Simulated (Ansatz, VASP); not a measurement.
InSe: VASP beside Ansatz

INCAR

```
SYSTEM = InSe
PREC = Accurate ; ENCUT = 520
EDIFF = 1E-6 ; ISMEAR = 0
SIGMA = 0.01 ; LREAL = .False.
LASPH = .True. ; NELM = 80
ALGO = Normal ; ISIF = 2
LWAVE = .False. ; LCHARG = .True.
GGA = PE ; LELF = .True.
LVHAR = .True. ; NBANDS = 27
```

The input KPOINTS:

```
regular mesh
0
Gamma
  8 8 8
  0 0 0
```

POSCAR

```
InSe
1.0
    2.0105578912      1.1607961397      8.4106660258
   -2.0105578912      1.1607961397      8.4106660258
    0.0000000000     -2.3215922794      8.4106660258
In Se
2 2
Direct
    0.0004771580      0.0004771580      0.0004771580
    0.1108703951      0.1108703951      0.1108703951
    0.6169580850      0.6169580850      0.6169580850
    0.8276943619      0.8276943619      0.8276943619
```

Input for Ansatz:

```yaml
crystal:
  lattice:
    - [2.0105578912, 1.1607961397, 8.4106660258]
    - [-2.0105578912, 1.1607961397, 8.4106660258]
    - [0.0, -2.3215922794, 8.4106660258]
  atoms:
    - { symbol: In, position: [0.000477158, 0.000477158, 0.000477158] }
    - { symbol: In, position: [0.1108703951, 0.1108703951, 0.1108703951] }
    - { symbol: Se, position: [0.616958085, 0.616958085, 0.616958085] }
    - { symbol: Se, position: [0.8276943619, 0.8276943619, 0.8276943619] }
kpoints:
  mp_grid: { grid: [8, 8, 8] }
  band_path:
    path:
      - [0.0, 0.0, 0.0]
      - [-0.5, -0.5, -0.5]
      - [-0.5, -0.1793653845, -0.8206346155]
      - [-0.1793653845, 0.1793653845, -0.5]
      - [0.0, 0.0, -0.5]
      - [0.0, 0.3396826923, -0.3396826923]
      - [-0.3396826923, 0.0, -0.6603173077]
      - [-0.5, 0.0, -0.5]
    npoints: 1
hamiltonian:
  xc: pbe
scf:
  occupations: { method: fixed }
  n_extra_bands: 5
output:
  forces: true
  stress: true
  eigenvalues: true
```

Alike in both runs: task single point; functional PBE; k mesh 8 × 8 × 8; no spin polarisation.

|  | VASP | Ansatz |
| --- | --- | --- |
| version | VASP 6.6.1 | Ansatz 0.2.0 |
| potentials or method | VASP PAW PBE potentials, release 64 (In_d, Se) | plane waves, PAW |
| plane-wave cutoff (eV) | 520 | 420 |
| occupations | gaussian, width 0.01 eV | fixed |
| valence electrons in the cell | 38 | 58 |

|  | VASP | Ansatz | Ansatz less VASP |
| --- | --- | --- | --- |
| gap on the k mesh at the Fermi level (eV) | 0.39 | 0.40 | +0.013 |
| pressure (GPa) | 2.5 | 2.4 | -0.04 |
| traceless stress, the component that is largest in VASP (GPa) | -0.07 | -0.07 | +0.005 |
| rms of the force components (eV/Å) | 0.101 | 0.092 | -0.0086 |

Atom by atom the forces differ by 0.009 eV/Å (rms over components). VASP's potentials hold 38 valence electrons a cell and Ansatz's 58, so a difference there can come from the potentials and not from the codes.
